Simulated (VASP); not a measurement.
Runs of VASP 6.6.1 on Tl. The structure is that of space group P6_3/mmc (No. 194), or close to it. The cells are those of the table. 

```csv
task,level,potentials or basis,spin,cell,k mesh,cutoff (eV),smearing,gap on the mesh (eV),pressure (GPa),moment (μB)
single point,PBEsol,"VASP PAW PBE potentials, release 64 (Tl_d)",off,"a = 3.456, b = 3.456, c = 5.525 Å, angles 90.0, 90.0, 120.0°, 2 atoms",7 × 7 × 4,520,gaussian 0.005 eV,none,0.0,-
single point,PBEsol,"VASP PAW PBE potentials, release 64 (Tl_d)",off,"a = 3.456, b = 3.456, c = 5.525 Å, angles 90.0, 90.0, 120.0°, 2 atoms",7 × 7 × 4,520,gaussian 0.01 eV,none,0.0,-
single point,PBE+D3(BJ),"VASP PAW PBE potentials, release 64 (Tl_d)","non-collinear, typed start","a = 3.501, b = 3.501, c = 5.598 Å, angles 90.0, 90.0, 120.0°, 2 atoms",9 × 9 × 5,500,methfessel-paxton 0.05 eV,none,0.0,0.00
single point,PBE+D3(BJ),"VASP PAW PBE potentials, release 64 (Tl_d)","non-collinear, typed start","a = 3.479, b = 3.479, c = 5.562 Å, angles 90.0, 90.0, 120.0°, 2 atoms",9 × 9 × 5,500,methfessel-paxton 0.05 eV,none,0.6,0.00
single point,LDA,"VASP PAW LDA potentials, release 64 (Tl_d)",off,"a = 3.174, b = 3.174, c = 5.370 Å, angles 90.0, 90.0, 120.0°, 2 atoms",9 × 9 × 5,520,fermi-dirac 0.05 eV,none,10.2,-
single point,PBEsol,"VASP PAW PBE potentials, release 64 (Tl_d)",off,"a = 3.456, b = 3.456, c = 5.525 Å, angles 90.0, 90.0, 120.0°, 2 atoms",7 × 7 × 4,520,gaussian 0.05 eV,none,0.0,-
relaxation of cell and atoms,LDA,"VASP PAW LDA potentials, release 64 (Tl_d)",off,"relaxed to 2 GPa from a = 3.456, b = 3.456, c = 5.525 Å, angles 90.0, 90.0, 120.0°, 2 atoms",9 × 9 × 5,600,fermi-dirac 0.05 eV,none,2.0,-
single point,LDA,"VASP PAW LDA potentials, release 64 (Tl_d)",off,"a = 3.296, b = 3.296, c = 5.572 Å, angles 90.0, 90.0, 120.0°, 2 atoms",9 × 9 × 5,520,fermi-dirac 0.05 eV,none,(a),-
```

Task: Estimate the missing entries.

Result: (a) 2.1.

Caveats: spin-orbit coupling is left out, which moves the levels of the heavy elements; the PAW data sets were made with another functional, which shifts forces and pressure a little (at least some runs); the cell stands under pressure (at least some runs); the cell is relaxed towards a set pressure, so the run minimises the enthalpy, not the energy (at least some runs).

A k mesh can miss the band edges, and the runs leave out spin-orbit coupling on Tl.

A gap of «none» marks levels without a gap at the run's occupations.
